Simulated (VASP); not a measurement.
# Li (Pm-3m) in VASP: settings compared

Aim: see how the results for Li move with the level of theory and the settings. Levels: PBE, PBE+D3(BJ). Tasks: single point, relaxation of cell and atoms.

Everything below comes from runs of VASP 6.6.1. Logs are shortened: lines on timing, memory, paths and dates and some standing lists are left out, and cuts for length are marked.

## (1) The cell of the first run

It takes space group Pm-3m (No. 221, cubic). Conventional cell: a = 2.513 Å, b = 2.513 Å, c = 2.513 Å, α = 90.00°, β = 90.00°, γ = 90.00°. Within 3.3 Å of Li (site symmetry m-3m) lie 6 Li at 2.51 Å.

This isn't the form of Li at room conditions, which is bcc.

## (2) Single point, PBE (15.86 Å³/atom)

The input, INCAR:

```
PREC = Accurate
ENCUT = 520
EDIFF = 1E-6
ISMEAR = -1
SIGMA = 0.05
LREAL = False
LASPH = True
NELM = 80
ALGO = Normal
ISIF = 2
LWAVE = False
LCHARG = False
GGA = PE
NBANDS = 8
```

The input, KPOINTS:

```
regular mesh
0
Gamma
  14 14 14
```

The input, POSCAR:

```
Li
1.0
    2.5126255515      0.0000000000      0.0000000000
    0.0000000000      2.5126255515      0.0000000000
    0.0000000000      0.0000000000      2.5126255515
Li
1
Direct
    0.0000000000      0.0000000000      0.0000000000
```

Potentials or basis: VASP PAW PBE potentials, release 64 (Li_sv).

The run is started by

```
> cat potpaw_PBE.64/Li_sv/POTCAR > POTCAR
> mpirun -np 1 vasp_std > vasp.out
```

OUTCAR:

```text
PREC = Accurate
   ENCUT = 520
   EDIFF = 1E-6
   ISMEAR = -1
   LREAL = False
   LASPH = True
   NELM = 80
   ISIF = 2
   GGA = PE

 ion  position               nearest neighbor table
   1  0.000  0.000  0.000-

  LATTYP: Found a simple cubic cell.
 ALAT       =     2.5126255515

  Lattice vectors:

 A1 = (   2.5126255515,   0.0000000000,   0.0000000000)
 A2 = (   0.0000000000,   2.5126255515,   0.0000000000)
 A3 = (   0.0000000000,   0.0000000000,   2.5126255515)

Analysis of symmetry for initial positions (statically):
=====================================================================
 Subroutine PRICEL returns:
 Original cell was already a primitive cell.

 Routine SETGRP: Setting up the symmetry group for a
 simple cubic supercell.

 Subroutine GETGRP returns: Found 48 space group operations
 (whereof 48 operations were pure point group operations)
 out of a pool of 48 trial point group operations.

The static configuration has the point symmetry O_h .

Analysis of symmetry for dynamics (positions and initial velocities):
=====================================================================
 Subroutine PRICEL returns:
 Original cell was already a primitive cell.

 Routine SETGRP: Setting up the symmetry group for a
 simple cubic supercell.

 Subroutine GETGRP returns: Found 48 space group operations
 (whereof 48 operations were pure point group operations)
 out of a pool of 48 trial point group operations.

The dynamic configuration has the point symmetry O_h .

 Subroutine INISYM returns: Found 48 space group operations
 (whereof 48 operations are pure point group operations),
 and found     1 'primitive' translations

----------------------------------------------------------------------------------------

                                     Primitive cell

  volume of cell :      15.8629

  direct lattice vectors                    reciprocal lattice vectors
     2.512625552  0.000000000  0.000000000     0.397990062  0.000000000  0.000000000
     0.000000000  2.512625552  0.000000000     0.000000000  0.397990062  0.000000000
     0.000000000  0.000000000  2.512625552     0.000000000  0.000000000  0.397990062

  length of vectors
     2.512625552  2.512625552  2.512625552     0.397990062  0.397990062  0.397990062

  position of ions in fractional coordinates (direct lattice)
[... 70 lines left out ...]
   ICHARG =      2    charge: 1-file 2-atom 10-const
   ISPIN  =      1    spin polarized calculation?
   LNONCOLLINEAR =      F non collinear calculations
   LSORBIT =      F    spin-orbit coupling
   LASPH  =      T    aspherical Exc in radial PAW
   ENCUT  =  520.0 eV  38.22 Ry    6.18 a.u.   4.67  4.67  4.67*2*pi/ulx,y,z
   NELM   =     80;   NELMIN=  2; NELMDL= -5     # of ELM steps
   EDIFF  = 0.1E-05   stopping-criterion for ELM
   LREAL  =      F    real-space projection
   EDIFFG = 0.1E-04   stopping-criterion for IOM
   NSW    =      0    number of steps for IOM
   IBRION =     -1    ionic relax: 0-MD 1-quasi-New 2-CG
   NFREE  =      0    steps in history (QN), initial steepest desc. (CG)
   ISIF   =      2    stress and relaxation
   ISYM   =      2    0-nonsym 1-usesym 2-fastsym
   POTIM  = 0.5000    time-step for ionic-motion
   TEBEG  =    0.0;   TEEND  =   0.0 temperature during run
   PSTRESS=    0.0 pullay stress
   NELECT =       3.0000    total number of electrons
   NUPDOWN=      -1.0000    fix difference up-down
   EMIN   =  10.00;   EMAX   =-10.00  energy-range for DOS
   EFERMI =   0.00;   METHOD = LEGACY
   ISMEAR =    -1;   SIGMA  =   0.05  broadening in eV -4-tet -1-fermi 0-gaus
   EFERMI_NEDOS =   21; number of points for ismear=-14 and -15
   IALGO  =     38    algorithm
   IMIX   =      4    mixing-type and parameters
     AMIX     =   0.40;   BMIX     =  1.00
     AMIX_MAG =   1.60;   BMIX_MAG =  1.00
  volume/ion in A,a.u.               =      15.86       107.05
  Fermi-wavevector in a.u.,A,eV,Ry     =   0.939696  1.775768 12.014339  0.883029
  Thomas-Fermi vector in A             =   2.067034
   LORBIT       =      0    0 simple, 1 ext, 2 COOP (PROOUT), +10 PAW based schemes
   GGA     = PE    functional components
   LHFCALC =     F    Hartree Fock is set to
   AEXX    =    0.0000 exact exchange contribution
   IVDW    =     0    specifies the selected vdW correction
   LEPSILON=     F    determine dielectric tensor
   LRPA    =     F    only Hartree local field effects (RPA)
 non-spin polarized calculation
  energy-cutoff  :      520.00
  volume of cell :       15.86
 maximum number of plane-waves:       449
 NGX is ok and might be reduce to    20
   NGX =  9   NGY =  9   NGZ =  9

 number of electron       3.0000010 magnetization

 Free energy of the ion-electron system (eV)
  ---------------------------------------------------
  ext. energy  EPLUGINS =         0.00000000
  ---------------------------------------------------
  free energy    TOTEN  =        -1.73089967 eV

  energy without entropy =       -1.72844462  energy(sigma->0) =       -1.72967215

 E-fermi :   1.3207     XC(G=0):  -7.6682

 val. band max:        1.2669950925   @ k =   0.3571   0.2143   0.2143
 cond. band min:       1.3277201137   @ k =   0.5000   0.1429   0.1429
 fundamental gap:      0.0607250212
 Fermi energy:         1.3207478780

 k-point     1 :       0.0000    0.0000    0.0000
  band No.  band energies     occupation
      1     -45.1225      2.00000
      2      -2.4173      2.00000
      3      15.5420      0.00000
      4      15.5420      0.00000
      5      15.5420      0.00000
      6      18.1768      0.00000
      7      18.1768      0.00000
      8      26.0975      0.00000
[... 243 lines left out ...]
 k-point    24 :       0.3571    0.2143    0.0000
  band No.  band energies     occupation
      1     -45.0627      2.00000
      2       0.3665      2.00000
      3       6.2509      0.00000
      4      13.0222      0.00000
      5      18.0406      0.00000
      6      18.9080      0.00000
      7      24.8419      0.00000
      8      27.7249      0.00000

 [... further k-points ...]
[... 5 lines left out ...]
  --------------------------------------------------------------------------------------
  -------------------------------------------------------------------------------------
  Total        0.4563755      0.4563755      0.4563755      0.0000000      0.0000000      0.0000000
  in kB       46.0945547     46.0945547     46.0945547      0.0000000      0.0000000      0.0000000
  external PRESSURE =      46.0945547 kB  Pullay stress =       0.0000000 kB

 VOLUME and BASIS-vectors are now :
 -----------------------------------------------------------------------------
  energy-cutoff  :      520.00
  volume of cell :       15.86
      direct lattice vectors                 reciprocal lattice vectors
     2.512625552  0.000000000  0.000000000     0.397990062  0.000000000  0.000000000
     0.000000000  2.512625552  0.000000000     0.000000000  0.397990062  0.000000000
     0.000000000  0.000000000  2.512625552     0.000000000  0.000000000  0.397990062

 POSITION                                       TOTAL-FORCE (eV/Angst)
 -----------------------------------------------------------------------------------
      0.00000      0.00000      0.00000         0.000000      0.000000      0.000000
 -----------------------------------------------------------------------------------
    total drift:                               -0.000000      0.000000     -0.000000

  FREE ENERGIE OF THE ION-ELECTRON SYSTEM (eV)
  ---------------------------------------------------
  free  energy   TOTEN  =        -1.7308996713 eV

  energy  without entropy=       -1.7284446230  energy(sigma->0) =       -1.72967215
```

stdout:

```text
POSCAR found type information on POSCAR Li
 POSCAR found :  1 types and       1 ions
 scaLAPACK will be used
 LDA part: xc-table for (Slater+PW92), standard interpolation
 POSCAR, INCAR and KPOINTS ok, starting setup
 FFT: planning ... GRIDC
 FFT: planning ... GRID_SOFT
 FFT: planning ... GRID
 WAVECAR not read
 entering main loop
```

Run time: 20 s. Hardware: 1 thread of AMD EPYC 7R13, shared host; peak memory 0.09 GiB.

Results:

* Free energy: -1.7309 eV
* Band gap on the k mesh: zero (an odd number of electrons rules out a gap without spin polarisation)

Caveat: the cutoff is under 1.25 times the usual one of these potentials, so pressure, stress and relaxed cells hold a basis-set (Pulay) error.

## (3) Single point, PBE (17.90 Å³/atom)

This run uses another cell than the first one, of 17.90 Å³/atom.

The input, INCAR:

```
ALGO = Normal
EDIFF = 1E-6
ENCUT = 520
GGA = PE
ISIF = 2
ISMEAR = -1
LASPH = True
LCHARG = False
LREAL = False
LWAVE = False
NBANDS = 8
NELM = 100
PREC = Accurate
SIGMA = 0.05
```

The input, KPOINTS:

```
k-points
0
Gamma
  14 14 14
```

The input, POSCAR:

```
Li
1.0
    2.6157152339      0.0000000000      0.0000000000
    0.0000000000      2.6157152339      0.0000000000
    0.0000000000      0.0000000000      2.6157152339
Li
1
Direct
    0.0000000000      0.0000000000      0.0000000000
```

Potentials or basis: VASP PAW PBE potentials, release 64 (Li_sv).

The run is started by

```
> cat potpaw_PBE.64/Li_sv/POTCAR > POTCAR
> mpirun -np 1 vasp_std > vasp.out
```

Wall time 21 s (1 thread of AMD EPYC 7R13, shared host); peak memory 0.09 GiB.

It converged, with:

```yaml
Free_energy: -1.7729 eV
Band_gap_on_the_k_mesh: zero (an odd number of electrons rules out a gap without spin polarisation)
```

Levels at points of the mesh, in eV from the Fermi level:
| k point | band 1 | band 2 | band 3 | band 4 | band 5 |
| --- | --- | --- | --- | --- | --- |
| (0.00, 0.00, 0.00) | -46.58 | -3.61 | 13.10 | 13.10 | 13.10 |
| (0.50, 0.00, 0.00) | -46.55 | -0.80 | 2.49 | 16.35 | 16.35 |
| (0.50, 0.50, 0.00) | -46.51 | 3.47 | 3.47 | 6.12 | 9.52 |
| (0.50, 0.50, 0.50) | -46.49 | 7.35 | 7.35 | 7.35 | 10.98 |

Caveat: the cutoff is under 1.25 times the usual one of these potentials, so pressure, stress and relaxed cells hold a basis-set (Pulay) error.

## (4) Single point, PBE+D3(BJ)

This run uses another cell than the first one, of 18.27 Å³/atom.

The input, INCAR:

```
PREC     = Accurate       # precision mode
ENCUT    = 520            # plane-wave cutoff, eV
EDIFF    = 1E-6           # SCF threshold, eV
ISMEAR   = -1             # smearing method
SIGMA    = 0.05           # smearing width, eV
LREAL    = F              # projectors in reciprocal space
LASPH    = T              # aspherical terms in the spheres
NELM     = 60             # most SCF steps
ALGO     = Normal         # electronic algorithm
ISIF     = 2              # what is computed and relaxed
LWAVE    = F              # write WAVECAR
LCHARG   = F              # write CHGCAR
GGA      = PE             # functional
IVDW     = 12             # dispersion correction
NBANDS   = 8              # bands
```

The input, KPOINTS:

```
regular mesh
0
Gamma
  14 14 14
```

The input, POSCAR:

```
Li
1.0
    2.6339812884      0.0000000000      0.0000000000
    0.0000000000      2.6339812884      0.0000000000
    0.0000000000      0.0000000000      2.6339812884
Li
1
Direct
    0.0000000000      0.0000000000      0.0000000000
```

The run is started by

```
> cat potpaw_PBE.64/Li_sv/POTCAR > POTCAR
> mpirun -np 1 vasp_std > vasp.out
```

Run time: 20 s. Hardware: 1 thread of AMD EPYC 7R13, shared host; peak memory 0.1 GiB.

The run converged. Its results:

| Item | Value |
| --- | --- |
| Free energy | -1.9674 eV |
| Band gap on the k mesh | zero (an odd number of electrons rules out a gap without spin polarisation) |
| Dispersion energy per atom | -0.190 eV |

Levels at points of the mesh, in eV from the Fermi level:
```
           k point  band 1  band 2  band 3  band 4
(0.00, 0.00, 0.00)  -46.60   -3.58   12.92   12.92
(0.50, 0.00, 0.00)  -46.57   -0.78    2.42   16.12
(0.50, 0.50, 0.00)  -46.54    3.43    3.43    6.06
(0.50, 0.50, 0.50)  -46.52    7.24    7.24    7.24
```

Caveat: the cutoff is under 1.25 times the usual one of these potentials, so pressure, stress and relaxed cells hold a basis-set (Pulay) error.

## (5) Single point, PBE

This run uses another cell than the first one, of 20.34 Å³/atom.

The input, INCAR:

```
ALGO     = Normal         # electronic algorithm
EDIFF    = 1E-7           # SCF threshold, eV
ENCUT    = 520            # plane-wave cutoff, eV
GGA      = PE             # functional
ISIF     = 2              # what is computed and relaxed
ISMEAR   = -1             # smearing method
LASPH    = True           # aspherical terms in the spheres
LCHARG   = False          # write CHGCAR
LREAL    = False          # projectors in reciprocal space
LWAVE    = False          # write WAVECAR
NBANDS   = 8              # bands
NELM     = 80             # most SCF steps
PREC     = Accurate       # precision mode
SIGMA    = 0.05           # smearing width, eV
```

The input, KPOINTS:

```
k-points
0
Gamma
  14 14 14
```

The input, POSCAR:

```
Li
1.0
    2.7295825788      0.0000000000      0.0000000000
    0.0000000000      2.7295825788      0.0000000000
    0.0000000000      0.0000000000      2.7295825788
Li
1
Direct
    0.0000000000      0.0000000000      0.0000000000
```

The run is started by

```
> cat potpaw_PBE.64/Li_sv/POTCAR > POTCAR
> mpirun -np 1 vasp_std > vasp.out
```

It took 22 s on 1 thread of AMD EPYC 7R13, shared host; peak memory 0.09 GiB.

It converged, with:

```yaml
Free_energy: -1.7878 eV
Band_gap_on_the_k_mesh: zero (an odd number of electrons rules out a gap without spin polarisation)
```

Levels at points of the mesh, in eV from the Fermi level:
```csv
k point,band 1,band 2,band 3,band 4,band 5
"(0.00, 0.00, 0.00)",-46.75,-3.45,12.02,12.02,12.02
"(0.50, 0.00, 0.00)",-46.72,-0.67,2.07,14.95,14.95
"(0.50, 0.50, 0.00)",-46.70,3.21,3.21,5.74,8.40
"(0.50, 0.50, 0.50)",-46.69,6.73,6.73,6.73,10.18
```

Caveat: the cutoff is under 1.25 times the usual one of these potentials, so pressure, stress and relaxed cells hold a basis-set (Pulay) error.

## (6) Relaxation of cell and atoms, PBE+D3(BJ)

This run uses another cell than the first one, of 21.81 Å³/atom.

The input, INCAR:

```
PREC = Accurate ; ENCUT = 600
EDIFF = 1E-6 ; ISMEAR = -1
SIGMA = 0.05 ; LREAL = F
LASPH = T ; NELM = 80
ALGO = Normal ; ISIF = 3
LWAVE = F ; LCHARG = F
GGA = PE ; IVDW = 12
IBRION = 2 ; NSW = 60
EDIFFG = -0.005
```

The input, KPOINTS:

```
Automatic mesh
0
Gamma
  14 14 14
```

The input, POSCAR:

```
Li
1.0
    2.7937906620      0.0000000000      0.0000000000
    0.0000000000      2.7937906620      0.0000000000
    0.0000000000      0.0000000000      2.7937906620
Li
1
Direct
    0.0000000000      0.0000000000      0.0000000000
```

Potentials or basis: VASP PAW PBE potentials, release 64 (Li_sv).

The run is started by

```
> cat potpaw_PBE.64/Li_sv/POTCAR > POTCAR
> mpirun -np 1 vasp_std > vasp.out
```

OUTCAR:

```text
PREC = Accurate
   ENCUT = 600
   EDIFF = 1E-6
   ISMEAR = -1
   LREAL = F
   LASPH = T
   NELM = 80
   ISIF = 3
   GGA = PE
   IVDW = 12
   IBRION = 2
   NSW = 60
   EDIFFG = -0.005
 IVDW          = 12

 ion  position               nearest neighbor table
   1  0.000  0.000  0.000-

  LATTYP: Found a simple cubic cell.
 ALAT       =     2.7937906620

  Lattice vectors:

 A1 = (   2.7937906620,   0.0000000000,   0.0000000000)
 A2 = (   0.0000000000,   2.7937906620,   0.0000000000)
 A3 = (   0.0000000000,   0.0000000000,   2.7937906620)

Analysis of symmetry for initial positions (statically):
=====================================================================
 Subroutine PRICEL returns:
 Original cell was already a primitive cell.

 Routine SETGRP: Setting up the symmetry group for a
 simple cubic supercell.

[... 169 lines left out ...]
 Edisp (eV)   -0.15896

 E8    (eV) :    -0.0670
[... 225 lines left out ...]
--------------------------------------- Ionic step        7  -------------------------------------------

 number of electron       3.0000000 magnetization

 Free energy of the ion-electron system (eV)
  ---------------------------------------------------
  ext. energy  EPLUGINS =         0.00000000
  ---------------------------------------------------
  free energy    TOTEN  =        -1.77848982 eV

  energy without entropy =       -1.77589678  energy(sigma->0) =       -1.77719330

 E-fermi :   0.9106     XC(G=0):  -7.3444

 val. band max:        0.8296731973   @ k =   0.3571   0.2143   0.2143
 cond. band min:       0.9815012906   @ k =   0.5000   0.1429   0.1429
 fundamental gap:      0.1518280933
 Fermi energy:         0.9106376714

 k-point     1 :       0.0000    0.0000    0.0000
  band No.  band energies     occupation
      1     -45.6651      2.00000
      2      -2.6986      2.00000
      3      13.9885      0.00000
      4      13.9885      0.00000
      5      13.9885      0.00000
[... 177 lines left out ...]
 k-point    24 :       0.3571    0.2143    0.0000
  band No.  band energies     occupation
      1     -45.6259      2.00000
      2      -0.0056      2.00000
      3       5.3937      0.00000
      4      11.5985      0.00000
      5      16.3289      0.00000

 [... further k-points ...]

------------------------ aborting loop because EDIFF is reached ----------------------------------------

 Edisp (eV)   -0.19352

 E8    (eV) :    -0.0813
[... 24 lines left out ...]
  FREE ENERGIE OF THE ION-ELECTRON SYSTEM (eV)
  ---------------------------------------------------
  free  energy   TOTEN  =        -1.9720079396 eV

  energy  without entropy=       -1.9694149054  energy(sigma->0) =       -1.97071142

 reached required accuracy - stopping structural energy minimisation
```

Run time: 39 s. Hardware: 1 thread of Intel Xeon 8259CL, shared host; peak memory 0.15 GiB.

What came out:

```yaml
Free_energy: -1.9720 eV
Relaxed_volume: 17.96 Å³/atom
Relaxed_cell: a = 2.619 Å, b = 2.619 Å, c = 2.619 Å, α = 90.00°, β = 90.00°, γ = 90.00°
Space_group_after_relaxing_to_0.1_Å: Pm-3m (No. 221)
Energy_gained_by_relaxing: 28.6 meV/atom
Ionic_steps: 7
Pressure_after_relaxing: 0.0 GPa
Band_gap_on_the_k_mesh: zero (an odd number of electrons rules out a gap without spin polarisation)
Dispersion_energy_per_atom: -0.194 eV
```

The path:
| step | energy change (eV) | largest force (eV/Å) | pressure (GPa) | volume (Å³) |
| --- | --- | --- | --- | --- |
| 1 | 0.0000 | 0.0000 | -2.04 | 21.81 |
| 2 | -0.0102 | 0.0000 | -1.73 | 20.94 |
| 3 | -0.0249 | 0.0000 | -0.88 | 19.19 |
| 4 | -0.0169 | 0.0000 | 2.13 | 16.00 |
| 5 | -0.0285 | 0.0000 | -0.16 | 18.09 |
| 6 | -0.0286 | 0.0000 | 0.06 | 17.88 |
| 7 | -0.0286 | 0.0000 | -0.02 | 17.96 |

Final structure:
```cif
data_structure
_symmetry_space_group_name_H-M 'P 1'
_symmetry_Int_Tables_number 1
_cell_length_a 2.6186
_cell_length_b 2.6186
_cell_length_c 2.6186
_cell_angle_alpha 90.000
_cell_angle_beta 90.000
_cell_angle_gamma 90.000
_cell_volume 17.96
loop_
_atom_site_label
_atom_site_type_symbol
_atom_site_fract_x
_atom_site_fract_y
_atom_site_fract_z
_atom_site_occupancy
Li1 Li 0.00000 0.00000 0.00000 1
```

Caveat: the cutoff is under 1.25 times the usual one of these potentials, so pressure, stress and relaxed cells hold a basis-set (Pulay) error; the volume moved by over 15 % at a fixed basis, so the end points are rough.

## (7) The runs side by side

```csv
task,level,cell,cutoff (eV),gap on the mesh (eV)
single point,PBE,"a = 2.513 Å, 1 atom",520,none
single point,PBE,"a = 2.616 Å, 1 atom",520,none
single point,PBE+D3(BJ),"a = 2.634 Å, 1 atom",520,none
single point,PBE,"a = 2.730 Å, 1 atom",520,none
relaxation of cell and atoms,PBE+D3(BJ),"relaxed from a = 2.794 Å, 1 atom",600,none
```

Alike in all rows: potentials or basis VASP PAW PBE potentials, release 64 (Li_sv); no spin polarisation; k mesh 14 × 14 × 14; smearing fermi-dirac 0.05 eV.

Caveats: the cutoff is under 1.25 times the usual one of these potentials, so pressure, stress and relaxed cells hold a basis-set (Pulay) error; the volume moved by over 15 % at a fixed basis, so the end points are rough (at least some runs).

Absolute energies hang on the potentials; compare differences alone.
